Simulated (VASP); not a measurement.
Runs of VASP 6.6.1 on K. The structure is that of space group Fm-3m (No. 225), or close to it. The cells are those of the table. This isn't the form of K at room conditions, which is bcc.

| task | spin | cell | k mesh | cutoff (eV) | gap on the mesh (eV) | pressure (GPa) |
| --- | --- | --- | --- | --- | --- | --- |
| single point | non-collinear, zero start, SOC | a = 4.766 Å, angles 60.0°, 1 atom | 8 × 8 × 8 | 520 | - | 0.0 |
| single point | off | a = 4.766 Å, angles 60.0°, 1 atom | 8 × 8 × 8 | 520 | none | 0.0 |
| single point | off | a = 4.890 Å, angles 60.0°, 1 atom | 9 × 9 × 9 | 520 | none | -0.2 |
| single point | off | a = 4.568 Å, angles 60.0°, 1 atom | 9 × 9 × 9 | 520 | none | (a) |
| relaxation of cell and atoms | off | relaxed from a = 4.655 Å, angles 60.0°, 1 atom | 8 × 8 × 8 | 600 | none | 0.0 |

Alike in all rows: level r2SCAN; potentials or basis VASP PAW PBE potentials, release 64 (K_sv); smearing fermi-dirac 0.1 eV.

**Question.** Estimate the missing entries.

**Answer.** (a) 0.6.

Caveats: the PAW data sets were made with another functional, which shifts forces and pressure a little.

A gap of «none» marks levels without a gap at the run's occupations.
